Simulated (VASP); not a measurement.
# Zr2B3 (P6/mmm) in VASP: single point with PBE

Aim: the single point of Zr2B3 with PBE.

Everything below comes from runs of VASP 6.6.1. Logs are shortened: lines on timing, memory, paths and dates and some standing lists are left out, and cuts for length are marked.

## 1. The cell of the first run

It takes space group P6/mmm (No. 191, hexagonal). The conventional cell has a = 4.525 Å, b = 4.525 Å, c = 4.697 Å, α = 90.00°, β = 90.00°, γ = 120.00°. Zr (site symmetry -6m2) has 3 Zr at 2.61 Å and 12 B at 2.73 to 3.51 Å within 3.6 Å. B (site symmetry 6mm) has 2 B at 1.56 to 1.57 Å within 2.1 Å. Within 2.1 Å of B (site symmetry 6/mmm) lie 2 B at 1.56 Å.

## 2. Single point, PBE

Contents of POSCAR:

```
Zr2B3
1.0
    4.5247380060      0.0000000000      0.0000000000
   -2.2623690030      3.9185380587      0.0000000000
    0.0000000000      0.0000000000      4.6966115171
Zr B
2 3
Direct
    0.3333333333      0.6666666667      0.5000000000
    0.6666666667      0.3333333333      0.5000000000
    0.0000000000      0.0000000000      0.6674604312
    0.0000000000      0.0000000000      0.3325395688
    0.0000000000      0.0000000000      0.0000000000
```

Contents of INCAR.step1:

```
SYSTEM = Zr2B3
  PREC = Accurate
  ENCUT = 520
  EDIFF = 1E-6
  ISMEAR = 0
  SIGMA = 0.1
  LREAL = .False.
  LASPH = .True.
  NELM = 60
  ALGO = Normal
  ISIF = 2
  LWAVE = .False.
  LCHARG = .True.
  LMAXMIX = 4
  GGA = PE
  NBANDS = 24
```

Contents of KPOINTS.step1:

```
Automatic mesh
0
Gamma
  12 12 8
  0 0 0
```

Contents of INCAR.step2:

```
SYSTEM = Zr2B3
  PREC = Accurate
  ENCUT = 520
  EDIFF = 1E-6
  ISMEAR = -5
  SIGMA = 0.1
  LREAL = .False.
  LASPH = .True.
  NELM = 60
  ALGO = Normal
  ISIF = 2
  LWAVE = .False.
  LCHARG = .False.
  LMAXMIX = 4
  GGA = PE
  LORBIT = 10
  NBANDS = 24
  NEDOS = 1001
  ICHARG = 11
```

Contents of KPOINTS.step2:

```
Automatic mesh
0
Gamma
  18 18 12
  0 0 0
```

Potentials or basis: VASP PAW PBE potentials, release 64 (Zr_sv, B).

The run is started by

```sh
$ cat potpaw_PBE.64/Zr_sv/POTCAR potpaw_PBE.64/B/POTCAR > POTCAR
$ cp INCAR.step1 INCAR
$ cp KPOINTS.step1 KPOINTS
$ mpirun -np 1 vasp_std > vasp.out
$ cp INCAR.step2 INCAR
$ cp KPOINTS.step2 KPOINTS
$ mpirun -np 1 vasp_std > vasp.out
```

OUTCAR:

```text
SYSTEM = Zr2B3
   PREC = Accurate
   ENCUT = 520
   EDIFF = 1E-6
   ISMEAR = -5
   LREAL = .False.
   LASPH = .True.
   NELM = 60
   ISIF = 2
   GGA = PE
   LORBIT = 10
   ICHARG = 11

 ion  position               nearest neighbor table
   1  0.333  0.667  0.500-   2 2.61   2 2.61   2 2.61   4 2.73   3 2.73   4 2.73   3 2.73   4 2.73
                             3 2.73
   2  0.667  0.333  0.500-   1 2.61   1 2.61   1 2.61   4 2.73   3 2.73   3 2.73   4 2.73   3 2.73
                             4 2.73
   3  0.000  0.000  0.667-   5 1.56   4 1.57   1 2.73   2 2.73   2 2.73   1 2.73   2 2.73   1 2.73

   4  0.000  0.000  0.333-   5 1.56   3 1.57   1 2.73   2 2.73   2 2.73   1 2.73   2 2.73   1 2.73

   5  0.000  0.000  0.000-   3 1.56   4 1.56

  LATTYP: Found a hexagonal cell.
 ALAT       =     4.5247380060
 C/A-ratio  =     1.0379852957

  Lattice vectors:

 A1 = (   4.5247380060,   0.0000000000,   0.0000000000)
 A2 = (  -2.2623690030,   3.9185380587,   0.0000000000)
 A3 = (   0.0000000000,   0.0000000000,   4.6966115171)

Analysis of symmetry for initial positions (statically):
=====================================================================
 Subroutine PRICEL returns:
 Original cell was already a primitive cell.

 Routine SETGRP: Setting up the symmetry group for a
 hexagonal supercell.

 Subroutine GETGRP returns: Found 24 space group operations
 (whereof 24 operations were pure point group operations)
 out of a pool of 24 trial point group operations.

The static configuration has the point symmetry D_6h.

Analysis of symmetry for dynamics (positions and initial velocities):
=====================================================================
 Subroutine PRICEL returns:
 Original cell was already a primitive cell.

 Routine SETGRP: Setting up the symmetry group for a
 hexagonal supercell.

 Subroutine GETGRP returns: Found 24 space group operations
 (whereof 24 operations were pure point group operations)
 out of a pool of 24 trial point group operations.

The dynamic configuration has the point symmetry D_6h.

 Subroutine INISYM returns: Found 24 space group operations
 (whereof 24 operations are pure point group operations),
 and found     1 'primitive' translations

[... 109 lines left out ...]
   ISYM   =      2    0-nonsym 1-usesym 2-fastsym
   POTIM  = 0.5000    time-step for ionic-motion
   TEBEG  =    0.0;   TEEND  =   0.0 temperature during run
   PSTRESS=    0.0 pullay stress
   NELECT =      33.0000    total number of electrons
   NUPDOWN=      -1.0000    fix difference up-down
   EMIN   =  10.00;   EMAX   =-10.00  energy-range for DOS
   EFERMI =   0.00;   METHOD = LEGACY
   ISMEAR =    -5;   SIGMA  =   0.10  broadening in eV -4-tet -1-fermi 0-gaus
   EFERMI_NEDOS =   21; number of points for ismear=-14 and -15
   IALGO  =     38    algorithm
   IMIX   =      4    mixing-type and parameters
     AMIX     =   0.40;   BMIX     =  1.00
     AMIX_MAG =   1.60;   BMIX_MAG =  1.00
  volume/ion in A,a.u.               =      16.65       112.39
  Fermi-wavevector in a.u.,A,eV,Ry     =   1.202482  2.272362 19.673537  1.445964
  Thomas-Fermi vector in A             =   2.338263
   LORBIT       =     10    0 simple, 1 ext, 2 COOP (PROOUT), +10 PAW based schemes
   GGA     = PE    functional components
   LHFCALC =     F    Hartree Fock is set to
   AEXX    =    0.0000 exact exchange contribution
   IVDW    =     0    specifies the selected vdW correction
   LEPSILON=     F    determine dielectric tensor
   LRPA    =     F    only Hartree local field effects (RPA)
 non-spin polarized calculation
 Fermi weights with tetrahedron method with Bloechl corrections
  energy-cutoff  :      520.00
  volume of cell :       83.27
 maximum number of plane-waves:      2286
 NGX is ok and might be reduce to    36

 number of electron      32.9999999 magnetization

 Free energy of the ion-electron system (eV)
  ---------------------------------------------------
  ext. energy  EPLUGINS =         0.00000000
  ---------------------------------------------------
  free energy    TOTEN  =       -33.71884425 eV

  energy without entropy =      -33.71884425  energy(sigma->0) =      -33.71884425

 E-fermi :   6.0269     XC(G=0): -10.0714

 val. band max:        6.0366309752   @ k =   0.4444   0.1111   0.2500
 cond. band min:       6.0046097239   @ k =   0.3333   0.1667   0.0833
 fundamental gap:     -0.0320212513
 Fermi energy:         6.0269023835

 k-point     1 :       0.0000    0.0000    0.0000
  band No.  band energies     occupation
      1     -43.1590      2.00000
      2     -42.5252      2.00000
      3     -21.9113      2.00000
      4     -21.9112      2.00000
      5     -21.1712      2.00000
      6     -20.6297      2.00000
[... 637 lines left out ...]
     23      10.2531      0.00000
     24      10.5262      0.00000

 [... further k-points ...]

------------------------ aborting loop because EDIFF is reached ----------------------------------------

  FORCE on cell =-STRESS in cart. coord.  units (eV):
  Direction    XX          YY          ZZ          XY          YZ          ZX
  --------------------------------------------------------------------------------------
  -------------------------------------------------------------------------------------
  Total        0.0565100      0.0565100     -0.3762000      0.0000000      0.0000000     -0.0000000
  in kB        1.0872615      1.0872615     -7.2381443      0.0000000      0.0000000     -0.0000000
  external PRESSURE =      -1.6878738 kB  Pullay stress =       0.0000000 kB

 VOLUME and BASIS-vectors are now :
 -----------------------------------------------------------------------------
  energy-cutoff  :      520.00
  volume of cell :       83.27
      direct lattice vectors                 reciprocal lattice vectors
     4.524738006  0.000000000  0.000000000     0.221007271  0.127598608  0.000000000
    -2.262369003  3.918538059  0.000000000     0.000000000  0.255197215  0.000000000
     0.000000000  0.000000000  4.696611517     0.000000000  0.000000000  0.212919463

 POSITION                                       TOTAL-FORCE (eV/Angst)
 -----------------------------------------------------------------------------------
     -0.00000      2.61236      2.34831        -0.000000      0.000000      0.000000
      2.26237      1.30618      2.34831        -0.000000     -0.000000      0.000000
      0.00000      0.00000      3.13480         0.000000      0.000000      0.036269
      0.00000      0.00000      1.56181         0.000000     -0.000000     -0.036269
      0.00000      0.00000      0.00000        -0.000000      0.000000      0.000000
 -----------------------------------------------------------------------------------
    total drift:                               -0.000000      0.000000      0.000000

  FREE ENERGIE OF THE ION-ELECTRON SYSTEM (eV)
  ---------------------------------------------------
  free  energy   TOTEN  =       -33.7188442474 eV

  energy  without entropy=      -33.7188442474  energy(sigma->0) =      -33.71884425

 total charge

# of ion       s       p       d       tot
------------------------------------------
    1        2.172   5.931   1.980  10.084
    2        2.172   5.931   1.980  10.084
    3        0.727   1.277   0.000   2.004
    4        0.727   1.277   0.000   2.004
    5        0.770   1.075   0.000   1.846
--------------------------------------------------
tot          6.568  15.492   3.961  26.020
```

Wall time 11 min (1 thread of Intel Xeon 8259CL, shared host); peak memory 0.53 GiB.

Results:

| Quantity | Value |
| --- | --- |
| Valence electrons inside the program's atomic spheres | Zr 10.08; B 2.00, 1.85 (each value once) |

Levels at points of the mesh, in eV from the Fermi level:
```
           k point  band 13  band 14  band 15  band 16  band 17  band 18  band 19  band 20
(0.00, 0.00, 0.00)    -4.07    -0.30    -0.30    -0.23     0.97     0.97     1.32     1.32
(0.50, 0.00, 0.00)    -3.79    -1.65    -1.17    -0.85    -0.13     0.41     0.72     0.98
(0.00, 0.00, 0.50)    -3.47    -1.43    -1.43    -0.67    -0.67     1.06     1.39     1.39
(0.50, 0.00, 0.50)    -3.16    -2.93    -2.71    -1.08     0.11     1.09     1.29     2.04
```

Caveat: tetrahedron occupations give inexact forces and stress in metals.
